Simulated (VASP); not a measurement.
Wanted: the native input for a VASP 6.6.1 run.

| Property | Result |
| --- | --- |
| Task | single point |
| Functional | LDA |
| Potentials or basis | VASP PAW LDA potentials, release 64 (Sr_sv) |
| Cutoff | 520 eV |
| k mesh | 15 × 15 × 15 |
| Occupations | fermi-dirac, width 0.1 eV |
| Spin | no spin polarisation |
| Dipole correction | no |
| Further INCAR settings | ALGO = Normal; EDIFF = 1e-06; NBANDS = 11 |

The structure of Sr lies in POSCAR:

```
Sr
1.0
    0.0000000000      2.8636617910      2.8636617910
    2.8636617910      0.0000000000      2.8636617910
    2.8636617910      2.8636617910      0.0000000000
Sr
1
Direct
    0.0000000000      0.0000000000      0.0000000000
```

These files were run (other wordings do the same):

INCAR

```
SYSTEM = Sr
ALGO     = Normal         ! electronic algorithm
EDIFF    = 1E-6           ! SCF threshold, eV
ENCUT    = 520            ! plane-wave cutoff, eV
GGA      = CA             ! functional
ISIF     = 2              ! what is computed and relaxed
ISMEAR   = -1             ! smearing method
LASPH    = .True.         ! aspherical terms in the spheres
LCHARG   = .False.        ! write CHGCAR
LREAL    = .False.        ! projectors in reciprocal space
LWAVE    = .False.        ! write WAVECAR
NBANDS   = 11             ! bands
NELM     = 60             ! most SCF steps
PREC     = Accurate       ! precision mode
SIGMA    = 0.1            ! smearing width, eV
```

KPOINTS

```
k-points
0
Gamma
  15 15 15
  0 0 0
```

Potentials or basis: VASP PAW LDA potentials, release 64 (Sr_sv).

The run is started by

```console
$ cat potpaw_LDA.64/Sr_sv/POTCAR > POTCAR
$ mpirun -np 1 vasp_std > vasp.out
```

It gave:

| Property | Result |
| --- | --- |
| Pressure | 0.5 GPa |

It took 28 s on 1 thread of Intel(R) Xeon(R) Platinum 8488C (Sapphire Rapids) (shared host), peak memory 0.18 GiB.
